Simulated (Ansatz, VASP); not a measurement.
**BaS: VASP beside Ansatz**

```xyz
2
Lattice="0.0000 3.1663 3.1663 3.1663 0.0000 3.1663 3.1663 3.1663 0.0000" Properties=species:S:1:pos:R:3 pbc="T T T"
Ba    0.0100    0.0100    0.0100
S     3.1663    3.1663    3.1663
```

Change from the starting cell: atom 1 moved by [0.01, 0.01, 0.01] A.

Alike in both runs: task single point; functional PBEsol; k mesh 8 × 8 × 8; non-collinear spin, spin-orbit coupling.

|  | VASP | Ansatz |
| --- | --- | --- |
| version | VASP 6.6.1 | Ansatz 0.2.0 |
| potentials or method | VASP PAW PBE potentials, release 64 (Ba_sv, S), cutoff 520 eV | all-electron LAPW |
| occupations | gaussian, width 0.01 eV | fixed |

```tsv
	VASP	Ansatz	Ansatz less VASP
pressure (GPa)	0.7	0.0	-0.68
rms of the force components (eV/Å)	0.022	0.020	-0.0019
net moment per atom (μB)	0.00	0.00	0.000
```

VASP's potentials were made for PBE, not for PBEsol. Atom by atom the forces differ by 0.002 eV/Å (rms over components). Ansatz ran all-electron here, and VASP with PAW potentials.
